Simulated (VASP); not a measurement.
Here is a VASP 6.6.1 calculation.

POSCAR

```
HgTe
1.0
    2.9925180000     -3.4669290000      0.0000000000
    2.9925180000      3.4669290000      0.0000000000
    0.0000000000      0.0000000000      5.7981570000
Hg Te
2 2
Direct
    0.3430500000      0.6569500000      0.7500000000
    0.6569500000      0.3430500000      0.2500000000
    0.7848090000      0.2151910000      0.7500000000
    0.2151910000      0.7848090000      0.2500000000
```

File INCAR.step1:

```
ALGO = Normal
EDIFF = 1E-5
EDIFFG = -0.005
ENCUT = 550
GGA = PE
GGA_COMPAT = False
IBRION = 2
ISIF = 3
ISMEAR = -1
LASPH = True
LCHARG = False
LREAL = False
LWAVE = True
NELM = 120
NELMIN = 4
NSW = 100
PREC = Accurate
SIGMA = 0.1
```

The input INCAR.step2:

```
ALGO = Normal
EDIFF = 1E-7
EDIFFG = -0.03
ENCUT = 550
GGA_COMPAT = False
IBRION = 2
ISIF = 4
ISMEAR = -1
ISTART = 1
LASPH = True
LCHARG = False
LMIXTAU = True
LREAL = False
LWAVE = False
METAGGA = R2SCAN
NELM = 120
NELMIN = 4
NSW = 80
PREC = Accurate
SIGMA = 0.1
```

Contents of KPOINTS:

```
k-points
0
Gamma
  6 6 4
```

Potentials or basis: VASP PAW PBE potentials, release 64 (Hg, Te).

Command:

```sh
$ cat potpaw_PBE.64/Hg/POTCAR potpaw_PBE.64/Te/POTCAR > POTCAR
$ cp INCAR.step1 INCAR
$ mpirun -np 1 vasp_std > vasp.out
$ cp INCAR.step2 INCAR
$ mpirun -np 1 vasp_std > vasp.out
```

Problem. What does it give for the band gap on the k mesh?

Solution. Zero (bands 18 and 19 overlap by 2.08 eV).

Step by step:
```tsv
step	energy change (eV)	largest force (eV/Å)	pressure (GPa)	volume (Å³)
1	0.0000	0.1242	-1.23	120.31
2	-0.0017	0.1174	-1.17	120.31
3	-0.0061	0.0972	-0.97	120.31
4	-0.0109	0.0565	-0.55	120.31
5	-0.0132	0.0500	-0.51	120.31
6	-0.0160	0.0310	-0.38	120.31
7	-0.0162	0.0385	-0.34	120.31
8	-0.0167	0.0394	-0.28	120.31
9	-0.0175	0.0436	-0.10	120.31
10	-0.0175	0.0448	-0.06	120.31
11	-0.0181	0.0290	-0.07	120.31
```

Caveat: the PAW data sets were made with another functional, which shifts forces and pressure a little; spin-orbit coupling is left out, which moves the levels of the heavy elements.
